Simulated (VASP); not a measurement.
# BW3 (Fm-3m) in VASP: a series of runs, part 3 of 3

VASP 6.6.1.

## Step 5: Single point, PBE

Input file INCAR:

```
SYSTEM = BW3
ALGO     = Fast           ! electronic algorithm
EDIFF    = 1E-6           ! SCF threshold, eV
ENCUT    = 520            ! plane-wave cutoff, eV
GGA      = PE             ! functional
ISIF     = 2              ! what is computed and relaxed
ISMEAR   = 0              ! smearing method
LASPH    = .TRUE.         ! aspherical terms in the spheres
LCHARG   = .FALSE.        ! write CHGCAR
LREAL    = .FALSE.        ! projectors in reciprocal space
LWAVE    = .FALSE.        ! write WAVECAR
NBANDS   = 30             ! bands
NELM     = 80             ! most SCF steps
PREC     = Accurate       ! precision mode
SIGMA    = 0.1            ! smearing width, eV
```

Input file KPOINTS:

```
k-points
0
G
  14 14 14
  0 0 0
```

Input file POSCAR:

```
BW3
1.0
    0.0000000000      3.0472176035      3.0472176035
    3.0472176035      0.0000000000      3.0472176035
    3.0472176035      3.0472176035      0.0000000000
B W
1 3
Direct
    0.0000000000      0.0000000000      0.0000000000
    0.2500000000      0.2500000000      0.2500000000
    0.7500000000      0.7500000000      0.7500000000
    0.5000000000      0.5000000000      0.5000000000
```

Potentials or basis: VASP PAW PBE potentials, release 64 (B, W_sv).

Started as:

```sh
> cat potpaw_PBE.64/B/POTCAR potpaw_PBE.64/W_sv/POTCAR > POTCAR
> mpirun -np 1 vasp_std > vasp.out
```

OUTCAR:

```text
SYSTEM = BW3
   EDIFF = 1E-6
   ENCUT = 520
   GGA = PE
   ISIF = 2
   ISMEAR = 0
   LASPH = .TRUE.
   LREAL = .FALSE.
   NELM = 80
   PREC = Accurate

 ion  position               nearest neighbor table
   1  0.000  0.000  0.000-   3 2.64   3 2.64   3 2.64   2 2.64   3 2.64   2 2.64   2 2.64   2 2.64

   2  0.250  0.250  0.250-   1 2.64   1 2.64   1 2.64   1 2.64   4 2.64   4 2.64   4 2.64   4 2.64
                             3 3.05   3 3.05   3 3.05   3 3.05   3 3.05   3 3.05
   3  0.750  0.750  0.750-   4 2.64   4 2.64   4 2.64   1 2.64   4 2.64   1 2.64   1 2.64   1 2.64
                             2 3.05   2 3.05   2 3.05   2 3.05   2 3.05   2 3.05
   4  0.500  0.500  0.500-   2 2.64   2 2.64   2 2.64   2 2.64   3 2.64   3 2.64   3 2.64   3 2.64

  LATTYP: Found a face centered cubic cell.
 ALAT       =     6.0944352070

  Lattice vectors:

 A1 = (   0.0000000000,   3.0472176035,   3.0472176035)
 A2 = (   3.0472176035,   0.0000000000,   3.0472176035)
 A3 = (   3.0472176035,   3.0472176035,   0.0000000000)

Analysis of symmetry for initial positions (statically):
=====================================================================
 Subroutine PRICEL returns:
 Original cell was already a primitive cell.

 Routine SETGRP: Setting up the symmetry group for a
 face centered cubic supercell.

 Subroutine GETGRP returns: Found 48 space group operations
 (whereof 48 operations were pure point group operations)
 out of a pool of 48 trial point group operations.

The static configuration has the point symmetry O_h .

Analysis of symmetry for dynamics (positions and initial velocities):
=====================================================================
 Subroutine PRICEL returns:
 Original cell was already a primitive cell.

 Routine SETGRP: Setting up the symmetry group for a
 face centered cubic supercell.

 Subroutine GETGRP returns: Found 48 space group operations
 (whereof 48 operations were pure point group operations)
[... 125 lines left out ...]
     AMIX     =   0.40;   BMIX     =  1.00
     AMIX_MAG =   1.60;   BMIX_MAG =  1.00
  volume/ion in A,a.u.               =      14.15        95.47
  Fermi-wavevector in a.u.,A,eV,Ry     =   1.516697  2.866142 31.298437  2.300370
  Thomas-Fermi vector in A             =   2.626052
   LORBIT       =      0    0 simple, 1 ext, 2 COOP (PROOUT), +10 PAW based schemes
   GGA     = PE    functional components
   LHFCALC =     F    Hartree Fock is set to
   AEXX    =    0.0000 exact exchange contribution
   IVDW    =     0    specifies the selected vdW correction
   LEPSILON=     F    determine dielectric tensor
   LRPA    =     F    only Hartree local field effects (RPA)
 non-spin polarized calculation
 RMM-DIIS sequential band-by-band and
 Gauss-broadening in eV      SIGMA  =   0.10
  energy-cutoff  :      520.00
  volume of cell :       56.59
 maximum number of plane-waves:      1544
   NGX = 17   NGY = 17   NGZ = 17

 number of electron      45.0000000 magnetization

 Free energy of the ion-electron system (eV)
  ---------------------------------------------------
  ext. energy  EPLUGINS =         0.00000000
  ---------------------------------------------------
  free energy    TOTEN  =       -42.61922097 eV

  energy without entropy =      -42.60658438  energy(sigma->0) =      -42.61290267

 E-fermi :  10.3568     XC(G=0): -13.2273

 val. band max:       10.3557010799   @ k =   0.5000   0.3571   0.0000
 cond. band min:      10.3573449765   @ k =   0.5000   0.3571   0.0000
 fundamental gap:      0.0016438967
 Fermi energy:        10.3567805975

 k-point     1 :       0.0000    0.0000    0.0000
  band No.  band energies     occupation
      1     -63.5481      2.00000
      2     -63.3888      2.00000
      3     -63.2793      2.00000
      4     -28.0853      2.00000
      5     -28.0853      2.00000
      6     -28.0853      2.00000
[... 781 lines left out ...]
     29      14.0773      0.00000
     30      14.7243      0.00000

 [... further k-points ...]

------------------------ aborting loop because EDIFF is reached ----------------------------------------

  FORCE on cell =-STRESS in cart. coord.  units (eV):
  Direction    XX          YY          ZZ          XY          YZ          ZX
  --------------------------------------------------------------------------------------
  -------------------------------------------------------------------------------------
  Total        0.2297572      0.2297572      0.2297572     -0.0000000     -0.0000000      0.0000000
  in kB        6.5048798      6.5048798      6.5048798     -0.0000000     -0.0000000      0.0000000
  external PRESSURE =       6.5048798 kB  Pullay stress =       0.0000000 kB

 VOLUME and BASIS-vectors are now :
 -----------------------------------------------------------------------------
  energy-cutoff  :      520.00
  volume of cell :       56.59
      direct lattice vectors                 reciprocal lattice vectors
     0.000000000  3.047217604  3.047217604    -0.164084114  0.164084114  0.164084114
     3.047217604  0.000000000  3.047217604     0.164084114 -0.164084114  0.164084114
     3.047217604  3.047217604  0.000000000     0.164084114  0.164084114 -0.164084114

 POSITION                                       TOTAL-FORCE (eV/Angst)
 -----------------------------------------------------------------------------------
      0.00000      0.00000      0.00000        -0.000000     -0.000000     -0.000000
      1.52361      1.52361      1.52361         0.000000     -0.000000      0.000000
      4.57083      4.57083      4.57083         0.000000      0.000000     -0.000000
      3.04722      3.04722      3.04722        -0.000000     -0.000000     -0.000000
 -----------------------------------------------------------------------------------
    total drift:                               -0.000000     -0.000000      0.000000

  FREE ENERGIE OF THE ION-ELECTRON SYSTEM (eV)
  ---------------------------------------------------
  free  energy   TOTEN  =       -42.6192209720 eV

  energy  without entropy=      -42.6065843775  energy(sigma->0) =      -42.61290267
```

It took 2.2 min on 1 thread of AMD EPYC 7R13 (Zen 3), shared host; peak memory 0.25 GiB.

Results:

* Free energy: -42.6192 eV
* Pressure: 0.7 GPa
* Band gap on the k mesh: zero (an odd number of electrons rules out a gap without spin polarisation)

Caveat: spin-orbit coupling is left out, which moves the levels of the heavy elements.

## Step 6: Relaxation of cell and atoms, PBE

Input file INCAR:

```
  ALGO = Fast
  EDIFF = 1E-6
  EDIFFG = -0.01
  ENCUT = 600
  GGA = PE
  IBRION = 2
  ISIF = 3
  ISMEAR = 0
  LASPH = True
  LCHARG = False
  LREAL = False
  LWAVE = False
  NELM = 60
  NSW = 100
  PREC = Accurate
  SIGMA = 0.1
```

Input file KPOINTS:

```
k-points
0
Gamma
  14 14 14
```

Input file POSCAR:

```
BW3
1.0
    0.0000000000      3.0482790570      3.0482790570
    3.0482790570      0.0000000000      3.0482790570
    3.0482790570      3.0482790570      0.0000000000
B W
1 3
Direct
    0.0000000000      0.0000000000      0.0000000000
    0.2500000000      0.2500000000      0.2500000000
    0.7500000000      0.7500000000      0.7500000000
    0.5000000000      0.5000000000      0.5000000000
```

Potentials or basis: VASP PAW PBE potentials, release 64 (B, W_sv).

Started as:

```sh
> cat potpaw_PBE.64/B/POTCAR potpaw_PBE.64/W_sv/POTCAR > POTCAR
> mpirun -np 1 vasp_std > vasp.out
```

It took 6.5 min on 1 thread of AMD EPYC 7R13 (Zen 3), shared host; peak memory 0.3 GiB.

It converged, with:

```
Free energy                           : -42.6204 eV
Relaxed volume                        : 14.18 Å³/atom
Relaxed cell                          : a = 4.313 Å, b = 4.313 Å, c = 4.313 Å, α = 60.00°, β = 60.00°, γ = 60.00°
Space group after relaxing (to 0.1 Å) : Fm-3m (No. 225)
Energy gained by relaxing             : 0.0 meV/atom
Ionic steps                           : 3
Pressure after relaxing               : 0.0 GPa
Band gap on the k mesh                : zero (an odd number of electrons rules out a gap without spin polarisation)
```

Final structure:
```
B W
1.0
     0.00000    3.04966    3.04966
     3.04966    0.00000    3.04966
     3.04966    3.04966    0.00000
B W
1 3
Direct
  0.00000 0.00000 0.00000
  0.25000 0.25000 0.25000
  0.75000 0.75000 0.75000
  0.50000 0.50000 0.50000
```

Levels at points of the mesh, in eV from the Fermi level:
```
           k point  band 20  band 21  band 22  band 23  band 24  band 25  band 26  band 27
(0.00, 0.00, 0.00)    -1.98    -1.98     0.10     2.68     2.68     2.68     3.31     3.31
(0.50, 0.00, 0.00)    -1.44    -1.44    -0.61    -0.22    -0.22     2.18     2.18     2.49
(0.50, 0.50, 0.00)    -2.41    -2.41    -0.58     0.57     0.57     1.37     2.19     2.61
```

Caveat: spin-orbit coupling is left out, which moves the levels of the heavy elements.

## Step 7: The runs side by side

| task | cell | k mesh | cutoff (eV) | gap on the mesh (eV) | pressure (GPa) | relaxed volume (Å³/atom) |
| --- | --- | --- | --- | --- | --- | --- |
| single point | a = 4.311 Å, angles 60.0°, 4 atoms | 6 × 6 × 6 | 520 | none | 0.4 | - |
| single point | a = 4.427 Å, angles 60.0°, 4 atoms | 6 × 6 × 6 | 520 | none | -17.9 | - |
| relaxation of cell and atoms | relaxed from a = 4.427 Å, angles 60.0°, 4 atoms | 6 × 6 × 6 | 600 | none | -0.3 | 14.20 |
| single point | a = 4.309 Å, angles 60.0°, 4 atoms | 14 × 14 × 14 | 520 | none | 0.7 | - |
| relaxation of cell and atoms | relaxed from a = 4.311 Å, angles 60.0°, 4 atoms | 14 × 14 × 14 | 600 | none | 0.0 | 14.18 |

Alike in all rows: level PBE; potentials or basis VASP PAW PBE potentials, release 64 (B, W_sv); no spin polarisation; smearing gaussian 0.1 eV.

Caveats: spin-orbit coupling is left out, which moves the levels of the heavy elements; the cell stands under tension (at least some runs).

Total energies depend on the potentials used, so only differences within one code and one set of settings carry meaning.

The gap in the log of VASP goes by the Fermi energy; the results here count the filled bands.